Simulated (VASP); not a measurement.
# Gd (Im-3m) in VASP: a series of runs

Gd is run at these levels: r2SCAN; tasks: single point.

All numbers are computed with VASP 6.6.1; they aren't measurements. Logs are shortened: lines on timing, memory, paths and dates and some standing lists are left out, and cuts for length are marked.

## 1. The cell of the first run

It takes space group Im-3m (No. 229, cubic). Conventional cell: a = 4.116 Å, b = 4.116 Å, c = 4.116 Å, α = 90.00°, β = 90.00°, γ = 90.00°. Gd (site symmetry m-3m) has 14 Gd at 3.56 to 4.12 Å within 4.7 Å.

This isn't the form of Gd at room conditions, which is hcp.

## 2. Single point, r2SCAN, collinear spin, ferromagnetic start

POSCAR

```
Gd
1.0
   -2.0582026226      2.0582026226      2.0582026226
    2.0582026226     -2.0582026226      2.0582026226
    2.0582026226      2.0582026226     -2.0582026226
Gd
1
Direct
    0.0000000000      0.0000000000      0.0000000000
```

INCAR.step1

```
SYSTEM = Gd
ALGO = Normal
EDIFF = 1E-4
ENCUT = 520
GGA = PE
ISMEAR = 1
ISPIN = 2
LASPH = .TRUE.
LCHARG = .FALSE.
LMAXMIX = 6
LREAL = .FALSE.
LWAVE = .TRUE.
MAGMOM = 7
NBANDS = 19
NELM = 150
PREC = Accurate
SIGMA = 0.1
```

INCAR.step2

```
SYSTEM = Gd
ALGO = Normal
EDIFF = 1E-7
ENCUT = 520
ISIF = 2
ISMEAR = 1
ISPIN = 2
ISTART = 1
LASPH = .TRUE.
LCHARG = .FALSE.
LMAXMIX = 6
LMIXTAU = .TRUE.
LORBIT = 11
LREAL = .FALSE.
LWAVE = .FALSE.
MAGMOM = 7
METAGGA = R2SCAN
NBANDS = 19
NELM = 150
PREC = Accurate
SIGMA = 0.1
```

KPOINTS

```
k-points
0
G
  8 8 8
  0 0 0
```

Potentials or basis: VASP PAW PBE potentials, release 64 (Gd).

The run is started by

```console
$ cat potpaw_PBE.64/Gd/POTCAR > POTCAR
$ cp INCAR.step1 INCAR
$ mpirun -np 1 vasp_std > vasp.out
$ cp INCAR.step2 INCAR
$ mpirun -np 1 vasp_std > vasp.out
```

OUTCAR:

```text
SYSTEM = Gd
   EDIFF = 1E-7
   ENCUT = 520
   ISIF = 2
   ISMEAR = 1
   ISPIN = 2
   ISTART = 1
   LASPH = .TRUE.
   LORBIT = 11
   LREAL = .FALSE.
   METAGGA = R2SCAN
   NELM = 150
   PREC = Accurate

 ion  position               nearest neighbor table
   1  0.000  0.000  0.000-

  LATTYP: Found a body centered cubic cell.
 ALAT       =     4.1164052452

  Lattice vectors:

 A1 = (  -2.0582026226,   2.0582026226,   2.0582026226)
 A2 = (   2.0582026226,  -2.0582026226,   2.0582026226)
 A3 = (   2.0582026226,   2.0582026226,  -2.0582026226)

Analysis of symmetry for initial positions (statically):
=====================================================================
 Subroutine PRICEL returns:
 Original cell was already a primitive cell.

 Routine SETGRP: Setting up the symmetry group for a
 body centered cubic supercell.

 Subroutine GETGRP returns: Found 48 space group operations
 (whereof 48 operations were pure point group operations)
 out of a pool of 48 trial point group operations.

The static configuration has the point symmetry O_h .

Analysis of symmetry for dynamics (positions and initial velocities):
=====================================================================
 Subroutine PRICEL returns:
 Original cell was already a primitive cell.

 Routine SETGRP: Setting up the symmetry group for a
 body centered cubic supercell.

 Subroutine GETGRP returns: Found 48 space group operations
 (whereof 48 operations were pure point group operations)
 out of a pool of 48 trial point group operations.

The dynamic configuration has the point symmetry O_h .

Analysis of structural, dynamic, and magnetic symmetry:
=====================================================================
 Subroutine PRICEL returns:
 Original cell was already a primitive cell.

 Routine SETGRP: Setting up the symmetry group for a
 body centered cubic supercell.

 Subroutine GETGRP returns: Found 48 space group operations
 (whereof 48 operations were pure point group operations)
 out of a pool of 48 trial point group operations.

The overall configuration has the point symmetry O_h .

 Subroutine INISYM returns: Found 48 space group operations
 (whereof 48 operations are pure point group operations),
 and found     1 'primitive' translations

----------------------------------------------------------------------------------------

                                     Primitive cell

  volume of cell :      34.8758

  direct lattice vectors                    reciprocal lattice vectors
[... 101 lines left out ...]
   EFERMI_NEDOS =   21; number of points for ismear=-14 and -15
   IALGO  =     38    algorithm
   IMIX   =      4    mixing-type and parameters
     AMIX     =   0.40;   BMIX     =  1.00
     AMIX_MAG =   1.60;   BMIX_MAG =  1.00
  volume/ion in A,a.u.               =      34.88       235.35
  Fermi-wavevector in a.u.,A,eV,Ry     =   1.313180  2.481550 23.462448  1.724441
  Thomas-Fermi vector in A             =   2.443521
   LORBIT       =     11    0 simple, 1 ext, 2 COOP (PROOUT), +10 PAW based schemes
   METAGGA = R2SCAN    functional components
   LHFCALC =     F    Hartree Fock is set to
   AEXX    =    0.0000 exact exchange contribution
   IVDW    =     0    specifies the selected vdW correction
   LEPSILON=     F    determine dielectric tensor
   LRPA    =     F    only Hartree local field effects (RPA)
 spin polarized calculation
 Methfessel and Paxton  Order N= 1 SIGMA  =   0.10
  energy-cutoff  :      520.00
  volume of cell :       34.88
 maximum number of plane-waves:       962
 NGX is ok and might be reduce to    28
   NGX = 13   NGY = 13   NGZ = 13

 number of electron      17.9999999 magnetization       7.9720079

 Free energy of the ion-electron system (eV)
  ---------------------------------------------------
  ext. energy  EPLUGINS =         0.00000000
  ---------------------------------------------------
  free energy    TOTEN  =       -40.94978132 eV

  energy without entropy =      -40.94871153  energy(sigma->0) =      -40.94942472

 E-fermi :   2.6717     XC(G=0): -10.4099

 val. band max:        2.6681947274   @ k =   0.2500   0.2500   0.0000
 cond. band min:       2.6935561457   @ k =   0.5000   0.5000   0.1250
 fundamental gap:      0.0253614184
 Fermi energy:         2.6716775654

 spin component 1

 k-point     1 :       0.0000    0.0000    0.0000
  band No.  band energies     occupation
      1     -44.6103      1.00000
      2     -20.9729      1.00000
      3     -20.9729      1.00000
      4     -20.9728      1.00000
      5      -3.1690      1.00000
      6      -3.1690      1.00000
[... 517 lines left out ...]
     18      12.1528      0.00000
     19      13.5823      0.00000

 [... further k-points ...]

 spin component 2

 k-point     1 :       0.0000    0.0000    0.0000
  band No.  band energies     occupation
      1     -40.6649      1.00000
      2     -18.0963      1.00000
      3     -18.0963      1.00000
      4     -18.0963      1.00000
      5      -1.2981      1.00000
      6       3.9569     -0.00000
[... 517 lines left out ...]
     18      13.9653      0.00000
     19      15.5510      0.00000

 [... further k-points ...]

------------------------ aborting loop because EDIFF is reached ----------------------------------------

  FORCE on cell =-STRESS in cart. coord.  units (eV):
  Direction    XX          YY          ZZ          XY          YZ          ZX
  --------------------------------------------------------------------------------------
  -------------------------------------------------------------------------------------
  Total       -0.3229939     -0.3229939     -0.3229939      0.0000000      0.0000000     -0.0000000
  in kB      -14.8381743    -14.8381743    -14.8381743      0.0000000      0.0000000     -0.0000000
  external PRESSURE =     -14.8381743 kB  Pullay stress =       0.0000000 kB

 VOLUME and BASIS-vectors are now :
 -----------------------------------------------------------------------------
  energy-cutoff  :      520.00
  volume of cell :       34.88
      direct lattice vectors                 reciprocal lattice vectors
    -2.058202623  2.058202623  2.058202623     0.000000000  0.242930407  0.242930407
     2.058202623 -2.058202623  2.058202623     0.242930407  0.000000000  0.242930407
     2.058202623  2.058202623 -2.058202623     0.242930407  0.242930407  0.000000000

 POSITION                                       TOTAL-FORCE (eV/Angst)
 -----------------------------------------------------------------------------------
      0.00000      0.00000      0.00000         0.000000      0.000000     -0.000000
 -----------------------------------------------------------------------------------
    total drift:                                0.000000     -0.000000     -0.000000

  FREE ENERGIE OF THE ION-ELECTRON SYSTEM (eV)
  ---------------------------------------------------
  free  energy   TOTEN  =       -40.9497813183 eV

  energy  without entropy=      -40.9487115292  energy(sigma->0) =      -40.94942472

 total charge

# of ion       s       p       d       f       tot
--------------------------------------------------
    1        2.071   5.599   0.575   6.927  15.173

 magnetization (x)

# of ion       s       p       d       f       tot
--------------------------------------------------
    1       -0.001  -0.099   0.293   6.903   7.096
```

OUTCAR.step1:

```text
SYSTEM = Gd
   EDIFF = 1E-4
   ENCUT = 520
   GGA = PE
   ISMEAR = 1
   ISPIN = 2
   LASPH = .TRUE.
[... 1293 lines left out ...]
 POSITION                                       TOTAL-FORCE (eV/Angst)
 -----------------------------------------------------------------------------------
      0.00000      0.00000      0.00000         0.000000      0.000000     -0.000000
 -----------------------------------------------------------------------------------
    total drift:                                0.000000      0.000000      0.000000

  FREE ENERGIE OF THE ION-ELECTRON SYSTEM (eV)
  ---------------------------------------------------
  free  energy   TOTEN  =       -11.6051667701 eV

  energy  without entropy=      -11.6049447922  energy(sigma->0) =      -11.60509278
```

OSZICAR.step1:

```text
N       E                     dE             d eps       ncg     rms          rms(c)
DAV:   1     0.101451976662E+03    0.10145E+03   -0.63180E+03  2871   0.474E+03
DAV:   2     0.577672407318E+01   -0.95675E+02   -0.84345E+02  2823   0.330E+02
[... 19 lines left out ...]
DAV:  22    -0.116172313364E+02   -0.52570E-02   -0.12960E-03  2719   0.851E-01    0.131E+01
DAV:  23    -0.116102523823E+02    0.69790E-02   -0.34658E-03  2898   0.132E+00    0.861E+00
DAV:  24    -0.116076069309E+02    0.26455E-02   -0.15388E-03  3742   0.791E-01    0.538E+00
DAV:  25    -0.116055049577E+02    0.21020E-02   -0.23233E-03  2867   0.101E+00    0.288E+00
DAV:  26    -0.116051539320E+02    0.35103E-03   -0.98099E-04  3957   0.566E-01    0.214E+00
DAV:  27    -0.116051667701E+02   -0.12838E-04   -0.10136E-04  2154   0.496E-02
   1 F= -.11605167E+02 E0= -.11605093E+02  d E =-.221978E-03  mag=     7.6942
```

Wall time 2.6 min (1 thread of AMD EPYC 9R45 (Zen 5), shared host); peak memory 0.18 GiB.

Results:

```yaml
Free_energy: -40.9498 eV
Pressure: -1.5 GPa
Band_gap_on_the_k_mesh: zero (filled and empty bands overlap)
Net_moment: 7.97 μB per cell
Site_moments: Gd +7.10 μB
Valence_electrons_inside_the_program's_atomic_spheres: Gd 15.17
```

Levels at points of the mesh, in eV from the Fermi level:
Spin up:
| k point | band 10 | band 11 | band 12 | band 13 | band 14 | band 15 | band 16 | band 17 |
| --- | --- | --- | --- | --- | --- | --- | --- | --- |
| (0.00, 0.00, 0.00) | -5.73 | -5.71 | -5.46 | 1.34 | 1.34 | 1.34 | 3.49 | 3.49 |
| (0.50, 0.00, 0.00) | -5.74 | -5.72 | -2.56 | -0.28 | 0.60 | 3.38 | 4.11 | 5.90 |
| (0.50, 0.50, 0.50) | -5.73 | -5.73 | -2.01 | -2.01 | 5.28 | 5.28 | 5.28 | 5.65 |
Spin down:
```
           k point  band 1  band 2  band 3  band 4  band 5  band 6  band 7  band 8  band 9  band 10
(0.00, 0.00, 0.00)  -43.34  -20.77  -20.77  -20.77   -3.97    1.29    1.29    1.29    1.59     1.59
(0.50, 0.00, 0.00)  -43.26  -21.50  -20.99  -20.78   -1.18    1.24    1.25    1.28    1.42     1.52
(0.50, 0.50, 0.50)  -43.21  -21.26  -21.26  -21.26   -0.88   -0.88    1.34    1.39    1.39     1.39
```

Caveat: the PAW data sets were made with another functional, which shifts forces and pressure a little; spin-orbit coupling is left out, which moves the levels of the heavy elements; semilocal functionals describe open f shells poorly, which spoils levels, moments and volumes.

(Continued in part 2 of 2.)

The gap in the log of VASP goes by the Fermi energy; the results here count the filled bands.